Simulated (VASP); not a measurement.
## MgB2: single point with PBE

The system is MgB2.

```
Mg B
1.0
     3.08500    0.00000    0.00000
    -1.54250    2.67169    0.00000
     0.00000    0.00000    3.52300
Mg B
1 2
Direct
  0.00000 0.00000 0.00000
  0.66667 0.33333 0.50000
  0.33333 0.66667 0.50000
```

```yaml
Program: VASP 6.6.1
Task: single point
Functional: PBE
Potentials_or_basis: VASP PAW PBE potentials, release 64 (Mg, B)
Cutoff: 520 eV
k_mesh: 10 × 10 × 8
Occupations: fermi-dirac, width 0.05 eV
Spin: no spin polarisation
Dipole_correction: no
Further_INCAR_settings: ALGO = Normal; EDIFF = 1e-06; NBANDS = 11
```

The pressure is -1.2 GPa and the band gap on the k mesh is zero (band 4 reaches 6.39 eV, above the bottom of band 5 at 3.94 eV).

Stress tensor (GPa, compression positive):
```
-1.11  0.00  0.00
 0.00 -1.11  0.00
 0.00  0.00 -1.28
```

Levels at points of the mesh, in eV from the Fermi level:
| k point | band 2 | band 3 | band 4 | band 5 | band 6 | band 7 |
| --- | --- | --- | --- | --- | --- | --- |
| (0.00, 0.00, 0.00) | -2.97 | 0.33 | 0.33 | 1.61 | 6.26 | 6.26 |
| (0.50, 0.00, 0.00) | -7.86 | -2.21 | 0.17 | 3.03 | 3.83 | 5.28 |
| (0.00, 0.00, 0.50) | -7.47 | 0.70 | 0.70 | 6.60 | 6.60 | 7.90 |
| (0.50, 0.00, 0.50) | -6.95 | -3.61 | -1.91 | -1.34 | 5.66 | 8.71 |

Run time: 10 s on 1 thread of Intel(R) Xeon(R) Platinum 8488C (Sapphire Rapids), on a shared host, peak memory 0.16 GiB.
